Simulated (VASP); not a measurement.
Wanted: the native input for a VASP 6.6.1 run.

```
Task                   : single point
Functional             : r2SCAN
Potentials or basis    : VASP PAW PBE potentials, release 64 (P, Hf_pv, Rb_sv)
Cutoff                 : 520 eV
k mesh                 : 3 × 3 × 3
Occupations            : tetrahedron
Spin                   : no spin polarisation
Dipole correction      : no
Further INCAR settings : ALGO = Normal; EDIFF = 1e-07; NBANDS = 39; ISYM = 0
```

The system is Rb2HfP6.

```
P Hf Rb
1.0
     0.00000    4.81782    4.81782
     4.81782    0.00000    4.81782
     4.81782    4.81782    0.00000
P Hf Rb
6 1 2
Direct
  0.75630 0.24370 0.24370
  0.24370 0.75630 0.24370
  0.24370 0.75630 0.75630
  0.75630 0.24370 0.75630
  0.24370 0.24370 0.75630
  0.75630 0.75630 0.24370
  0.00000 0.00000 0.00000
  0.25000 0.25000 0.25000
  0.75000 0.75000 0.75000
```

The input as run:

POSCAR

```
Rb2HfP6
1.0
    0.0000000000      4.8178160000      4.8178160000
    4.8178160000      0.0000000000      4.8178160000
    4.8178160000      4.8178160000      0.0000000000
P Hf Rb
6 1 2
Direct
    0.7563000000      0.2437000000      0.2437000000
    0.2437000000      0.7563000000      0.2437000000
    0.2437000000      0.7563000000      0.7563000000
    0.7563000000      0.2437000000      0.7563000000
    0.2437000000      0.2437000000      0.7563000000
    0.7563000000      0.7563000000      0.2437000000
    0.0000000000      0.0000000000      0.0000000000
    0.2500000000      0.2500000000      0.2500000000
    0.7500000000      0.7500000000      0.7500000000
```

INCAR.step1

```
SYSTEM = Rb2HfP6
ALGO = Normal
EDIFF = 1E-4
ENCUT = 520
GGA = PE
ISMEAR = -4
ISYM = 0
LASPH = .TRUE.
LCHARG = .FALSE.
LREAL = .FALSE.
LWAVE = .TRUE.
NBANDS = 39
NELM = 80
PREC = Accurate
SIGMA = 0.1
```

INCAR.step2

```
SYSTEM = Rb2HfP6
ALGO = Normal
EDIFF = 1E-7
ENCUT = 520
ISIF = 2
ISMEAR = -4
ISTART = 1
ISYM = 0
LASPH = .TRUE.
LCHARG = .FALSE.
LMIXTAU = .TRUE.
LREAL = .FALSE.
LWAVE = .FALSE.
METAGGA = R2SCAN
NBANDS = 39
NELM = 80
PREC = Accurate
SIGMA = 0.1
```

KPOINTS

```
k-points
0
G
  3 3 3
  0 0 0
```

Potentials or basis: VASP PAW PBE potentials, release 64 (P, Hf_pv, Rb_sv).

Run with:

```sh
$ cat potpaw_PBE.64/P/POTCAR potpaw_PBE.64/Hf_pv/POTCAR potpaw_PBE.64/Rb_sv/POTCAR > POTCAR
$ cp INCAR.step1 INCAR
$ mpirun -np 1 vasp_std > vasp.out
$ cp INCAR.step2 INCAR
$ mpirun -np 1 vasp_std > vasp.out
```

Results of the run:

```json
{
 "Pressure": "5.0 GPa",
 "Largest force": "1.728 eV/Å",
 "Band gap on the k mesh": "zero (bands 29 and 30 overlap by 0.15 eV)"
}
```

Caveat: the k points lie up to 0.38 Å⁻¹ apart; the PAW data sets were made with another functional, which shifts forces and pressure a little; spin-orbit coupling is left out, which moves the levels of the heavy elements.

Wall time 10 min on 1 thread of Intel(R) Xeon(R) Platinum 8488C (Sapphire Rapids), with other jobs on the host, peak memory 0.48 GiB.
